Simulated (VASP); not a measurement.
Here is a VASP 6.6.1 calculation.

INCAR

```
SYSTEM = TaAs
PREC = Accurate
ENCUT = 520
EDIFF = 1E-6
ISMEAR = 1
SIGMA = 0.2
LREAL = .FALSE.
LASPH = .TRUE.
NELM = 60
ALGO = Normal
ISIF = 2
LWAVE = .FALSE.
LCHARG = .TRUE.
LDIPOL = .TRUE.
IDIPOL = 3
DIPOL = 0.5 0.5 0.500
GGA = PS
LELF = .TRUE.
LVHAR = .TRUE.
LVACPOTAV = .TRUE.
NBANDS = 42
```

Contents of KPOINTS:

```
Automatic mesh
0
G
  10 10 1
  0 0 0
```

File POSCAR:

```
TaAs
1.0
    3.4287004765      0.0000000000      0.0000000000
    0.0000000000      3.4287004765      0.0000000000
    0.0000000000      0.0000000000     24.6361302632
Ta As
4 4
Direct
    0.5000000000      0.5000000000      0.3044309281
    0.0000000000      0.5000000000      0.4219642450
    0.0000000000      0.0000000000      0.5394975619
    0.5000000000      0.0000000000      0.6570308789
    0.0000000000      0.0000000000      0.3429691211
    0.5000000000      0.0000000000      0.4605024381
    0.5000000000      0.5000000000      0.5780357550
    0.0000000000      0.5000000000      0.6955690719
```

Potentials or basis: VASP PAW PBE potentials, release 64 (Ta_pv, As).

Launch:

```sh
$ cat potpaw_PBE.64/Ta_pv/POTCAR potpaw_PBE.64/As/POTCAR > POTCAR
$ mpirun -np 1 vasp_std > vasp.out
```

(1) Predict the band gap on the k mesh.

(2) Predict the largest force.

## Answers

(1) zero (bands 32 and 33 overlap by 1.06 eV).

(2) 0.885 eV/Å.

Caveat: the PAW data sets were made with another functional, which shifts forces and pressure a little; spin-orbit coupling is left out, which moves the levels of the heavy elements.
